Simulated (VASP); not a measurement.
Wanted: the native input for a VASP 6.6.1 run.

| Quantity | Value |
| --- | --- |
| Task | relaxation of cell and atoms |
| Functional | LDA |
| Potentials or basis | VASP PAW LDA potentials, release 64 (Ti_sv, Al) |
| Cutoff | 600 eV |
| k mesh | 10 × 10 × 10 |
| Occupations | gaussian, width 0.1 eV |
| Spin | no spin polarisation |
| Dipole correction | no |
| Further INCAR settings | ALGO = Normal; EDIFF = 1e-06; IBRION = 2; EDIFFG = -0.002; NSW = 100; ISIF = 3 |

The structure of TiAl (vib) lies in POSCAR:

```
TiAl
1.0
    3.1790640000      0.0000000000      0.0000000000
    0.0000000000      3.1790640000      0.0000000000
    0.0000000000      0.0000000000      3.1790640000
Ti Al
1 1
Direct
    0.0000000000      0.0000000000      0.0000000000
    0.5000000000      0.5000000000      0.5000000000
```

One way to write it, as run:

INCAR

```
ALGO = Normal ; EDIFF = 1E-6
EDIFFG = -0.002 ; ENCUT = 600
IBRION = 2 ; ISIF = 3
ISMEAR = 0 ; LASPH = T
LCHARG = F ; LREAL = F
LWAVE = F ; NELM = 80
NSW = 100 ; PREC = Accurate
SIGMA = 0.1
```

KPOINTS

```
k-points
0
Gamma
  10 10 10
```

Potentials or basis: VASP PAW LDA potentials, release 64 (Ti_sv, Al).

The run is started by

```console
$ cat potpaw_LDA.64/Ti_sv/POTCAR potpaw_LDA.64/Al/POTCAR > POTCAR
$ mpirun -np 1 vasp_std > vasp.out
```

It gave:

```yaml
Relaxed_volume: 15.27 Å³/atom
Relaxed_cell: a = 3.126 Å, b = 3.126 Å, c = 3.126 Å, α = 90.00°, β = 90.00°, γ = 90.00°
Space_group_after_relaxing_to_0.05_Å: Pm-3m (No. 221)
Energy_gained_by_relaxing: 15.0 meV/atom
Ionic_steps: 3
Pressure_after_relaxing: 0.0 GPa
```

Wall time 20 s on 1 thread of Intel(R) Xeon(R) 6975P-C (Granite Rapids), on a shared host, peak memory 0.17 GiB.
